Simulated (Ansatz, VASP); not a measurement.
One calculation of Na, two programs

The input POSCAR:

```
Na
1.0
   -1.9134808830      1.9134808830      2.6724579509
    1.9134808830     -1.9134808830      2.6724579509
    1.9134808830      1.9134808830     -2.6724579509
Na
1
Direct
    0.0000000000      0.0000000000      0.0000000000
```

The input INCAR.step1:

```
PREC = Accurate
ENCUT = 520
ISMEAR = 0
SIGMA = 0.1
LREAL = F
LASPH = T
NELM = 80
NBANDS = 10
GGA = PE
ALGO = Normal
EDIFF = 1E-4
LWAVE = T
LCHARG = F
```

File INCAR.step2:

```
PREC = Accurate
ENCUT = 520
EDIFF = 1E-6
ISMEAR = 0
SIGMA = 0.1
LREAL = F
LASPH = T
NELM = 80
ALGO = Normal
ISIF = 2
LWAVE = F
LCHARG = F
METAGGA = R2SCAN
LMIXTAU = T
NBANDS = 10
ISTART = 1
```

The input KPOINTS:

```
regular mesh
0
Gamma
  16 16 16
```

Input for Ansatz:

```yaml
crystal:
  lattice:
    - [-1.913480883, 1.913480883, 2.6724579509]
    - [1.913480883, -1.913480883, 2.6724579509]
    - [1.913480883, 1.913480883, -2.6724579509]
  atoms:
    - { symbol: Na, position: [0.0, 0.0, 0.0] }
basis:
  ecutwfc: 500
kpoints:
  mp_grid: { grid: [16, 16, 16] }
hamiltonian:
  xc: r2scan
scf:
  occupations: { method: gaussian, width: 0.1 }
output:
  forces: true
  stress: true
  eigenvalues: true
```

Alike in both runs: task single point; functional r2SCAN; k mesh 16 × 16 × 16; occupations gaussian, width 0.1 eV; no spin polarisation.

```csv
,VASP,Ansatz
version,VASP 6.6.1,Ansatz 0.2.0
potentials or method,"VASP PAW PBE potentials, release 64 (Na_pv), cutoff 520 eV","scalar-relativistic, plane waves, PAW"
valence electrons in the cell,7,9
```

|  | VASP | Ansatz | Ansatz less VASP |
| --- | --- | --- | --- |
| gap on the k mesh at the Fermi level (eV) | none | none | - |
| pressure (GPa) | -0.3 | -0.3 | +0.02 |
| traceless stress, the component that is largest in VASP (GPa) | 0.06 | 0.03 | -0.036 |

VASP's potentials were made for PBE, not for r2SCAN. A gap of «none» marks a metal or a gap that the smearing closes. VASP's potentials hold 7 valence electrons a cell and Ansatz's 9, so a difference there can come from the potentials and not from the codes.
